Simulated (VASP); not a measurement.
The system is CuI.

```xyz
2
Lattice="0.0000 3.0399 3.0399 3.0399 0.0000 3.0399 3.0399 3.0399 0.0000" Properties=species:S:1:pos:R:3 pbc="T T T"
Cu    4.5598    4.5598    4.5598
I     0.0000    0.0000    0.0000
```

Base run:

| Item | Value |
| --- | --- |
| Program | VASP 6.6.1 |
| Functional | PBE |
| Potentials or basis | VASP PAW PBE potentials, release 64 (Cu, I) |
| Cutoff | 600 eV |
| k mesh | 6 × 6 × 6 |
| Occupations | gaussian, width 0.05 eV |
| Spin | no spin polarisation |

Its results: band gap on the k mesh 1.12 eV; pressure 0.0 GPa.

Task: The run is repeated on the same cell with these changes: functional from PBE to r2SCAN; cutoff from 600 eV to 520 eV. What comes out?

Result: Band gap on the k mesh 1.59 eV; pressure -1.2 GPa.

Caveats: spin-orbit coupling is left out, which moves the levels of the heavy elements; the PAW data sets were made with another functional, which shifts forces and pressure a little (at least some runs).

